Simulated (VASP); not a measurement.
Runs of VASP 6.6.1 on WSe2. The structure is that of space group P-6m2 (No. 187), or close to it. The cells are those of the table. 

```csv
task,cell,k mesh,cutoff (eV),smearing,gap on the mesh (eV),largest force (eV/Å)
single point,"a = 3.271, b = 3.271, c = 31.569 Å, angles 90.0, 90.0, 120.0°, 9 atoms",13 × 13 × 1,400,gaussian 0.05 eV,1.29,0.07
single point,"a = 3.271, b = 3.271, c = 31.569 Å, angles 90.0, 90.0, 120.0°, 9 atoms",9 × 9 × 1,400,gaussian 0.05 eV,1.33,0.06
single point,"a = 3.271, b = 3.271, c = 23.569 Å, angles 90.0, 90.0, 120.0°, 9 atoms",9 × 9 × 1,400,gaussian 0.05 eV,1.33,0.07
single point,"a = 3.271, b = 3.271, c = 31.569 Å, angles 90.0, 90.0, 120.0°, 9 atoms",2 × 2 × 1,400,gaussian 0.05 eV,2.18,(b)
single point,"a = 3.271, b = 3.271, c = 31.569 Å, angles 90.0, 90.0, 120.0°, 9 atoms",1 × 9 × 1,400,gaussian 0.05 eV,1.43,(a)
relaxation of the atoms,"atoms relaxed from a = 3.271, b = 3.271, c = 31.569 Å, angles 90.0, 90.0, 120.0°, 9 atoms",9 × 9 × 1,450,gaussian 0.05 eV,1.33,-
single point,"a = 3.271, b = 3.271, c = 31.569 Å, angles 90.0, 90.0, 120.0°, 9 atoms",9 × 9 × 1,400,gaussian 0.01 eV,1.33,0.07
```

Alike in all rows: level PBEsol; potentials or basis VASP PAW PBE potentials, release 64 (Se, W_sv); no spin polarisation.

Question: Estimate the missing entries.

Answer: (a) 1.40; (b) 0.31.

Caveats: some runs use coarse meshes; the PAW data sets were made with another functional, which shifts forces and pressure a little; spin-orbit coupling is left out, which moves the levels of the heavy elements.

A k mesh can miss the band edges, and the runs leave out spin-orbit coupling on Se, W.
